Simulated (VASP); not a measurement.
Wanted: the native input for a VASP 6.6.1 run.

| Item | Value |
| --- | --- |
| Task | single point |
| Functional | PBE |
| Potentials or basis | VASP PAW PBE potentials, release 64 (Mg, O) |
| Cutoff | 600 eV |
| k mesh | 10 × 10 × 10 |
| Occupations | gaussian, width 0.05 eV |
| Spin | no spin polarisation |
| Dipole correction | no |
| Further INCAR settings | ALGO = Normal; EDIFF = 1e-06; NBANDS = 11 |

The structure of MgO lies in POSCAR:

```
MgO
1.0
    0.0000000000      2.1351500000      2.1351500000
    2.1351500000      0.0000000000      2.1351500000
    2.1351500000      2.1351500000      0.0000000000
Mg O
1 1
Direct
    0.0000000000      0.0000000000      0.0000000000
    0.5000000000      0.5000000000      0.5289777502
```

This cell differs from its parent crystal: all O atoms moved +0.087 Å, as atom 2 along Cartesian [1 1 0].

These files were run (other wordings do the same):

INCAR

```
SYSTEM = MgO
  PREC = Accurate
  ENCUT = 600
  EDIFF = 1E-6
  ISMEAR = 0
  SIGMA = 0.05
  LREAL = .FALSE.
  LASPH = .TRUE.
  NELM = 120
  ALGO = Normal
  ISIF = 2
  LWAVE = .FALSE.
  LCHARG = .FALSE.
  GGA = PE
  NBANDS = 11
  GGA_COMPAT = .FALSE.
```

KPOINTS

```
Automatic mesh
0
G
  10 10 10
  0 0 0
```

Potentials or basis: VASP PAW PBE potentials, release 64 (Mg, O).

Run with:

```sh
$ cat potpaw_PBE.64/Mg/POTCAR potpaw_PBE.64/O/POTCAR > POTCAR
$ mpirun -np 1 vasp_std > vasp.out
```

It gave:

```yaml
Pressure: -2.0 GPa
Largest_force: 0.399 eV/Å
Band_gap_on_the_k_mesh: 4.33 eV, direct
```

Caveat: the cell differs from its parent crystal (all O atoms moved +0.087 Å, as atom 2 along Cartesian [1 1 0]).

It used 45 s of CPU time on 1 thread of AMD EPYC 7R13 Processor (Zen 3), on a shared host.
